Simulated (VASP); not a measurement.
Zr:

```
Zr
1.0
    -1.81000    1.81000    1.81000
     1.81000   -1.81000    1.81000
     1.81000    1.81000   -1.81000
Zr
1
Direct
  0.00000 0.00000 0.00000
```

This isn't the form of Zr at room conditions, which is hcp.

Program: VASP 6.6.1. Alike in all runs: task single point; cell as given; k mesh 10 × 10 × 10; cutoff (eV) 500.

Order these runs on this cell by their pressure, lowest first.
A. level PBEsol; potentials or basis VASP PAW PBE potentials, release 64 (Zr_sv); spin off; smearing gaussian 0.05 eV
B. level LDA; potentials or basis VASP PAW LDA potentials, release 64 (Zr_sv); spin collinear, zero start; smearing methfessel-paxton 0.15 eV
C. level PBEsol+U; potentials or basis VASP PAW PBE potentials, release 64 (Zr_sv); spin off; U Zr d U = 6.2 eV; smearing methfessel-paxton 0.15 eV

B (-9.9 GPa), A (-7.0 GPa), C (11.1 GPa).

Caveats: the cell stands under tension (at least some runs); the PAW data sets were made with another functional, which shifts forces and pressure a little (at least some runs); the cell stands under pressure (at least some runs); U without spin polarisation on a metal has little footing (at least some runs); the U is typed as a test and isn't derived for this compound (at least some runs).
